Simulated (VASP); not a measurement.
# Pt in VASP: notebook

The runs below take Pt through single point, with r2SCAN.

All numbers are computed with VASP 6.6.1; they aren't measurements. Logs are shortened: lines on timing, memory, paths and dates and some standing lists are left out, and cuts for length are marked.

## 1. The cell of the first run

It takes space group Fm-3m (No. 225, cubic). Conventional cell: a = 3.940 Å, b = 3.940 Å, c = 3.940 Å, α = 90.00°, β = 90.00°, γ = 90.00°. Within 3.7 Å of Pt (site symmetry m-3m) lie 12 Pt at 2.79 Å.

## 2. Single point, r2SCAN

Contents of POSCAR:

```
Pt
1.0
   -3.9402207624      3.9402207624      0.0000000000
   -3.9402207624      0.0000000000      3.9402207624
    0.0000000000      3.9402207624      3.9402207624
Pt
8
Direct
    0.0000000000      0.0000000000      0.0000000000
    0.5000000000      0.0000000000      0.0000000000
    0.0000000000      0.5000000000      0.0000000000
    0.0000000000      0.0000000000      0.5000000000
    0.5000000000      0.5000000000      0.0000000000
    0.5000000000      0.0000000000      0.5000000000
    0.0000000000      0.5000000000      0.5000000000
    0.5000000000      0.5000000000      0.5000000000
```

Contents of INCAR.step1:

```
  ALGO = Normal
  EDIFF = 1E-4
  ENCUT = 520
  GGA = PE
  ISMEAR = 0
  LASPH = T
  LCHARG = F
  LREAL = F
  LWAVE = T
  NBANDS = 50
  NELM = 60
  PREC = Accurate
  SIGMA = 0.1
```

Contents of INCAR.step2:

```
  ALGO = Normal
  EDIFF = 1E-6
  ENCUT = 520
  ISIF = 2
  ISMEAR = 0
  ISTART = 1
  LASPH = T
  LCHARG = T
  LELF = T
  LMIXTAU = T
  LREAL = F
  LVHAR = T
  LWAVE = F
  METAGGA = R2SCAN
  NBANDS = 50
  NELM = 60
  PREC = Accurate
  SIGMA = 0.1
```

Contents of KPOINTS:

```
k-points
0
Gamma
  8 8 8
```

Potentials or basis: VASP PAW PBE potentials, release 64 (Pt).

The run is started by

```sh
cat potpaw_PBE.64/Pt/POTCAR > POTCAR
cp INCAR.step1 INCAR
mpirun -np 1 vasp_std > vasp.out
cp INCAR.step2 INCAR
mpirun -np 1 vasp_std > vasp.out
```

OUTCAR:

```text
EDIFF = 1E-6
   ENCUT = 520
   ISIF = 2
   ISMEAR = 0
   ISTART = 1
   LASPH = T
   LREAL = F
   METAGGA = R2SCAN
   NELM = 60
   PREC = Accurate

 ion  position               nearest neighbor table
   1  0.000  0.000  0.000-   2 2.79   3 2.79   4 2.79   4 2.79   6 2.79   7 2.79   3 2.79   5 2.79
                             7 2.79   2 2.79   5 2.79   6 2.79
   2  0.500  0.000  0.000-   1 2.79   5 2.79   6 2.79   4 2.79   6 2.79   8 2.79   3 2.79   5 2.79
                             8 2.79   1 2.79   3 2.79   4 2.79
   3  0.000  0.500  0.000-   1 2.79   5 2.79   7 2.79   4 2.79   7 2.79   8 2.79   1 2.79   2 2.79
                             4 2.79   2 2.79   5 2.79   8 2.79
   4  0.000  0.000  0.500-   1 2.79   6 2.79   7 2.79   1 2.79   2 2.79   3 2.79   3 2.79   7 2.79
                             8 2.79   2 2.79   6 2.79   8 2.79
   5  0.500  0.500  0.000-   2 2.79   3 2.79   8 2.79   6 2.79   7 2.79   8 2.79   1 2.79   2 2.79
                             6 2.79   1 2.79   3 2.79   7 2.79
   6  0.500  0.000  0.500-   2 2.79   4 2.79   8 2.79   1 2.79   2 2.79   5 2.79   5 2.79   7 2.79
                             8 2.79   1 2.79   4 2.79   7 2.79
   7  0.000  0.500  0.500-   3 2.79   4 2.79   8 2.79   1 2.79   3 2.79   5 2.79   1 2.79   4 2.79
                             6 2.79   5 2.79   6 2.79   8 2.79
   8  0.500  0.500  0.500-   5 2.79   6 2.79   7 2.79   2 2.79   3 2.79   5 2.79   2 2.79   4 2.79
                             6 2.79   3 2.79   4 2.79   7 2.79

  LATTYP: Found a face centered cubic cell.
 ALAT       =     7.8804415248

  Lattice vectors:

 A1 = (  -3.9402207624,   3.9402207624,   0.0000000000)
 A2 = (  -3.9402207624,   0.0000000000,   3.9402207624)
 A3 = (   0.0000000000,   3.9402207624,   3.9402207624)

Analysis of symmetry for initial positions (statically):
=====================================================================
 Subroutine PRICEL returns following result:

  LATTYP: Found a face centered cubic cell.
 ALAT       =     3.9402207624

  Lattice vectors:

 A1 = (  -1.9701103812,   1.9701103812,   0.0000000000)
 A2 = (  -1.9701103812,   0.0000000000,   1.9701103812)
 A3 = (   0.0000000000,   1.9701103812,   1.9701103812)

   8 primitive cells build up your supercell.

 Routine SETGRP: Setting up the symmetry group for a
 face centered cubic supercell.

 Subroutine GETGRP returns: Found 48 space group operations
 (whereof 48 operations were pure point group operations)
 out of a pool of 48 trial point group operations.

The static configuration has the point symmetry O_h .

Analysis of symmetry for dynamics (positions and initial velocities):
=====================================================================
 Subroutine PRICEL returns following result:

  LATTYP: Found a face centered cubic cell.
 ALAT       =     3.9402207624

  Lattice vectors:

 A1 = (  -1.9701103812,   1.9701103812,   0.0000000000)
 A2 = (  -1.9701103812,   0.0000000000,   1.9701103812)
 A3 = (   0.0000000000,   1.9701103812,   1.9701103812)

   8 primitive cells build up your supercell.

 Routine SETGRP: Setting up the symmetry group for a
 face centered cubic supercell.

 Subroutine GETGRP returns: Found 48 space group operations
 (whereof 48 operations were pure point group operations)
 out of a pool of 48 trial point group operations.

The dynamic configuration has the point symmetry O_h .

 Subroutine INISYM returns: Found 48 space group operations
 (whereof 48 operations are pure point group operations),
 and found     8 'primitive' translations

----------------------------------------------------------------------------------------

                                     Primitive cell

  volume of cell :      15.2933

  direct lattice vectors                    reciprocal lattice vectors
    -1.970110381  1.970110381  0.000000000    -0.253792886  0.253792886 -0.253792886
    -1.970110381  0.000000000  1.970110381    -0.253792886 -0.253792886  0.253792886
     0.000000000  1.970110381  1.970110381     0.253792886  0.253792886  0.253792886

  length of vectors
     2.786156820  2.786156820  2.786156820     0.439582174  0.439582174  0.439582174

  position of ions in fractional coordinates (direct lattice)
     0.000000000  0.000000000  0.000000000

  ion indices of the primitive-cell ions
   primitive index   ion index
                 1           1

----------------------------------------------------------------------------------------

 KPOINTS: k-points

Automatic generation of k-mesh.
 Grid dimensions read from file:
 generate k-points for:    8    8    8

 Generating k-lattice:

  Cartesian coordinates                     Fractional coordinates (reciprocal lattice)
    -0.015862055  0.015862055 -0.015862055     0.125000000  0.000000000  0.000000000
    -0.015862055 -0.015862055  0.015862055     0.000000000  0.125000000  0.000000000
     0.015862055  0.015862055  0.015862055     0.000000000  0.000000000  0.125000000

  Length of vectors
     0.027473886  0.027473886  0.027473886

  Shift w.r.t. Gamma in fractional coordinates (k-lattice)
     0.000000000  0.000000000  0.000000000

 Subroutine IBZKPT returns following result:
 ===========================================

 Found     29 irreducible k-points:

 Following reciprocal coordinates:
            Coordinates               Weight
  0.000000  0.000000  0.000000      1.000000
  0.125000  0.000000  0.000000      8.000000
  0.250000  0.000000  0.000000      8.000000
  0.375000  0.000000  0.000000      8.000000
  0.500000  0.000000  0.000000      4.000000
  0.125000  0.125000  0.000000      6.000000
[... 16 lines left out ...]
  0.500000  0.250000  0.125000     48.000000
 -0.375000  0.250000  0.125000     24.000000
 [... further k-points ...]
   k-points           NKPTS =     29   k-points in BZ     NKDIM =     29   number of bands    NBANDS=     50
   number of dos      NEDOS =    301   number of ions     NIONS =      8
   total plane-waves  NPLWV =  74088
   dimension x,y,z NGX =    42 NGY =   42 NGZ =   42
   dimension x,y,z NGXF=    84 NGYF=   84 NGZF=   84
   ions per type =               8
   NGX,Y,Z   is equivalent  to a cutoff of  12.53, 12.53, 12.53 a.u.
   NGXF,Y,Z  is equivalent  to a cutoff of  25.06, 25.06, 25.06 a.u.
 SYSTEM =  unknown system
   PREC   = accura    normal or accurate (medium, high low for compatibility)
   ISTART =      1    job   : 0-new  1-cont  2-samecut
   ICHARG =      0    charge: 1-file 2-atom 10-const
   ISPIN  =      1    spin polarized calculation?
   LNONCOLLINEAR =      F non collinear calculations
   LSORBIT =      F    spin-orbit coupling
   LASPH  =      T    aspherical Exc in radial PAW
   ENCUT  =  520.0 eV  38.22 Ry    6.18 a.u.  10.36 10.36 10.36*2*pi/ulx,y,z
   NELM   =     60;   NELMIN=  2; NELMDL=  0     # of ELM steps
   EDIFF  = 0.1E-05   stopping-criterion for ELM
   LREAL  =      F    real-space projection
   EDIFFG = 0.1E-04   stopping-criterion for IOM
   NSW    =      0    number of steps for IOM
   IBRION =     -1    ionic relax: 0-MD 1-quasi-New 2-CG
   NFREE  =      0    steps in history (QN), initial steepest desc. (CG)
   ISIF   =      2    stress and relaxation
   ISYM   =      2    0-nonsym 1-usesym 2-fastsym
   POTIM  = 0.5000    time-step for ionic-motion
   TEBEG  =    0.0;   TEEND  =   0.0 temperature during run
   PSTRESS=    0.0 pullay stress
   NELECT =      80.0000    total number of electrons
   NUPDOWN=      -1.0000    fix difference up-down
   EMIN   =  10.00;   EMAX   =-10.00  energy-range for DOS
   EFERMI =   0.00;   METHOD = LEGACY
   ISMEAR =     0;   SIGMA  =   0.10  broadening in eV -4-tet -1-fermi 0-gaus
   EFERMI_NEDOS =   21; number of points for ismear=-14 and -15
   IALGO  =     38    algorithm
   IMIX   =      4    mixing-type and parameters
     AMIX     =   0.40;   BMIX     =  1.00
     AMIX_MAG =   1.60;   BMIX_MAG =  1.00
  volume/ion in A,a.u.               =      15.29       103.20
  Fermi-wavevector in a.u.,A,eV,Ry     =   1.420935  2.685178 27.470936  2.019057
  Thomas-Fermi vector in A             =   2.541798
   LORBIT       =      0    0 simple, 1 ext, 2 COOP (PROOUT), +10 PAW based schemes
   METAGGA = R2SCAN    functional components
   LHFCALC =     F    Hartree Fock is set to
   AEXX    =    0.0000 exact exchange contribution
   IVDW    =     0    specifies the selected vdW correction
   LEPSILON=     F    determine dielectric tensor
   LRPA    =     F    only Hartree local field effects (RPA)
 non-spin polarized calculation
 Gauss-broadening in eV      SIGMA  =   0.10
  energy-cutoff  :      520.00
  volume of cell :      122.35
 maximum number of plane-waves:      3327
 NGX is ok and might be reduce to    42
   NGX = 21   NGY = 21   NGZ = 21

 number of electron      80.0000008 magnetization

 Free energy of the ion-electron system (eV)
  ---------------------------------------------------
  ext. energy  EPLUGINS =         0.00000000
  ---------------------------------------------------
  free energy    TOTEN  =      -412.02524950 eV

  energy without entropy =     -411.93651070  energy(sigma->0) =     -411.98088010

 E-fermi :  10.7173     XC(G=0): -14.5392

 val. band max:       10.7016090679   @ k =   0.5000   0.2500   0.0000
 cond. band min:      10.7207344064   @ k =   0.5000   0.2500   0.1250
 fundamental gap:      0.0191253384
 Fermi energy:        10.7172557604

 k-point     1 :       0.0000    0.0000    0.0000
  band No.  band energies     occupation
      1       0.4126      2.00000
      2       3.3189      2.00000
      3       3.3189      2.00000
      4       3.3189      2.00000
      5       3.3189      2.00000
      6       3.6042      2.00000
[... 42 lines left out ...]
     49      16.7928      0.00000
     50      16.7928      0.00000

 k-point     2 :       0.1250    0.0000    0.0000
  band No.  band energies     occupation
      1       0.5743      2.00000
      2       3.3212      2.00000
      3       3.4479      2.00000
      4       3.4479      2.00000
      5       3.4479      2.00000
      6       3.7023      2.00000
[... 1158 lines left out ...]
 k-point    24 :      -0.3750    0.2500    0.1250
  band No.  band energies     occupation
      1       2.9016      2.00000
      2       2.9016      2.00000
      3       4.3410      2.00000
      4       4.3410      2.00000
      5       4.7753      2.00000
      6       4.7753      2.00000
[... 42 lines left out ...]
     49      17.2854      0.00000
     50      17.2854      0.00000

 [... further k-points ...]

------------------------ aborting loop because EDIFF is reached ----------------------------------------

  FORCE on cell =-STRESS in cart. coord.  units (eV):
  Direction    XX          YY          ZZ          XY          YZ          ZX
  --------------------------------------------------------------------------------------
  -------------------------------------------------------------------------------------
  Total        0.4300722      0.4300722      0.4300722      0.0000000     -0.0000000     -0.0000000
  in kB        5.6319699      5.6319699      5.6319699      0.0000000     -0.0000000     -0.0000000
  external PRESSURE =       5.6319699 kB  Pullay stress =       0.0000000 kB

 VOLUME and BASIS-vectors are now :
 -----------------------------------------------------------------------------
  energy-cutoff  :      520.00
  volume of cell :      122.35
      direct lattice vectors                 reciprocal lattice vectors
    -3.940220762  3.940220762  0.000000000    -0.126896443  0.126896443 -0.126896443
    -3.940220762  0.000000000  3.940220762    -0.126896443 -0.126896443  0.126896443
     0.000000000  3.940220762  3.940220762     0.126896443  0.126896443  0.126896443

 POSITION                                       TOTAL-FORCE (eV/Angst)
 -----------------------------------------------------------------------------------
      0.00000      0.00000      0.00000         0.000000      0.000000      0.000000
     -1.97011      1.97011      0.00000        -0.000000     -0.000000      0.000000
     -1.97011      0.00000      1.97011        -0.000000     -0.000000      0.000000
      0.00000      1.97011      1.97011         0.000000      0.000000     -0.000000
     -3.94022      1.97011      1.97011        -0.000000     -0.000000      0.000000
     -1.97011      3.94022      1.97011         0.000000      0.000000     -0.000000
     -1.97011      1.97011      3.94022         0.000000      0.000000     -0.000000
     -3.94022      3.94022      3.94022         0.000000     -0.000000      0.000000
 -----------------------------------------------------------------------------------
    total drift:                               -0.000000     -0.000000     -0.000000

  FREE ENERGIE OF THE ION-ELECTRON SYSTEM (eV)
  ---------------------------------------------------
  free  energy   TOTEN  =      -412.0252495048 eV

  energy  without entropy=     -411.9365106958  energy(sigma->0) =     -411.98088010
```

It took 11 min on 1 thread of AMD EPYC 7R43 (Zen 3), shared host; peak memory 0.3 GiB.

What came out:

- Free energy: -412.0252 eV
- Pressure: 0.6 GPa
- Band gap on the k mesh: zero (bands 40 and 41 overlap by 0.84 eV)

Levels at points of the mesh, in eV from the Fermi level:
| k point | band 36 | band 37 | band 38 | band 39 | band 40 | band 41 | band 42 | band 43 | band 44 | band 45 |
| --- | --- | --- | --- | --- | --- | --- | --- | --- | --- | --- |
| (0.00, 0.00, 0.00) | 0.05 | 0.05 | 0.05 | 0.05 | 0.53 | 0.53 | 0.53 | 0.53 | 0.53 | 0.53 |
| (0.50, 0.00, 0.00) | -1.48 | 0.18 | 0.18 | 0.18 | 0.18 | 0.18 | 0.18 | 3.21 | 3.21 | 3.21 |
| (0.50, 0.50, 0.00) | -1.71 | -1.71 | -1.71 | -0.91 | -0.91 | 0.54 | 0.54 | 1.96 | 1.96 | 1.96 |

Caveat: the PAW data sets were made with another functional, which shifts forces and pressure a little; spin-orbit coupling is left out, which moves the levels of the heavy elements.

(Part 1 of 3 ends here.)
